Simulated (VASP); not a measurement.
A run of VASP 6.6.1:

File INCAR:

```
SYSTEM = Ba3PbO
PREC = Accurate ; ENCUT = 520
EDIFF = 1E-6 ; ISMEAR = 0
SIGMA = 0.15 ; LREAL = .FALSE.
LASPH = .TRUE. ; NELM = 60
ALGO = Normal ; ISIF = 2
LWAVE = .FALSE. ; LCHARG = .TRUE.
GGA = PS ; LELF = .TRUE.
LVHAR = .TRUE. ; NBANDS = 33
```

The input KPOINTS:

```
Automatic mesh
0
G
  10 10 10
  0 0 0
```

File POSCAR:

```
Ba3PbO
1.0
    5.5408850000      0.0000000000      0.0000000000
    0.0000000000      5.5408850000      0.0000000000
    0.0000000000      0.0000000000      5.4590000000
Ba Pb O
3 1 1
Direct
    0.0000000000      0.5000000000      0.5000000000
    0.5000000000      0.0000000000      0.5000000000
    0.5000000000      0.5000000000      0.0000000000
    0.0000000000      0.0000000000      0.0000000000
    0.5000000000      0.5000000000      0.5000000000
```

Potentials or basis: VASP PAW PBE potentials, release 64 (Ba_sv, Pb_d, O).

Run with:

```sh
$ cat potpaw_PBE.64/Ba_sv/POTCAR potpaw_PBE.64/Pb_d/POTCAR potpaw_PBE.64/O/POTCAR > POTCAR
$ mpirun -np 1 vasp_std > vasp.out
```

Hardware: 1 thread of Intel(R) Xeon(R) Platinum 8559C (Emerald Rapids) (shared host).

How long does it take, and how much memory?

It took 10 min on 1 thread of Intel(R) Xeon(R) Platinum 8559C (Emerald Rapids) (shared host), peak memory 0.71 GiB. Counts: scf iterations 14, k points 126.
